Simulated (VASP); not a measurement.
Set up this calculation in VASP 6.6.1, as the native input.

```yaml
Task: single point
Functional: PBE
Potentials_or_basis: VASP PAW PBE potentials, release 64 (Hf_pv, C)
Cutoff: 600 eV
k_mesh: 4 × 4 × 4
Occupations: gaussian, width 0.2 eV
Spin: no spin polarisation
Dipole_correction: no
Further_INCAR_settings: ALGO = Normal; EDIFF = 1e-06; NBANDS = 24
```

The structure of HfC5 lies in POSCAR:

```
HfC5
1.0
    4.6219447984      0.0000000000      0.0000000000
   -2.3109723992      4.0027216103      0.0000000000
    0.0000000000      0.0000000000      2.5588183465
Hf C
1 5
Direct
    0.0000000000      0.0000000000      0.0000000000
    0.3333333333      0.6666666667      0.0000000000
    0.6666666667      0.3333333333      0.0000000000
    0.5000000000      0.0000000000      0.5000000000
    0.5000000000      0.5000000000      0.5000000000
    0.0000000000      0.5000000000      0.5000000000
```

The cell was generated, and may not be a known phase.

One way to write it, as run:

INCAR

```
SYSTEM = HfC5
ALGO = Normal
EDIFF = 1E-6
ENCUT = 600
GGA = PE
GGA_COMPAT = .False.
ISIF = 2
ISMEAR = 0
LASPH = .True.
LCHARG = .True.
LELF = .True.
LREAL = .False.
LVHAR = .True.
LWAVE = .False.
NBANDS = 24
NELM = 120
PREC = Accurate
SIGMA = 0.2
```

KPOINTS

```
k-points
0
Gamma
  4 4 4
  0 0 0
```

Potentials or basis: VASP PAW PBE potentials, release 64 (Hf_pv, C).

The run is started by

```console
$ cat potpaw_PBE.64/Hf_pv/POTCAR potpaw_PBE.64/C/POTCAR > POTCAR
$ mpirun -np 1 vasp_std > vasp.out
```

It gave:

```yaml
Pressure: -1.4 GPa
Band_gap_on_the_k_mesh: zero (bands 15 and 16 overlap by 2.37 eV)
```

Caveat: the k points lie up to 0.61 Å⁻¹ apart, too coarse for converged energies and pressures of a metal; spin-orbit coupling is left out, which moves the levels of the heavy elements.

Run time: 20 s on 1 thread of Intel(R) Xeon(R) Platinum 8259CL CPU @ 2.50GHz (Skylake/Cascade Lake), on a shared host, peak memory 0.18 GiB.
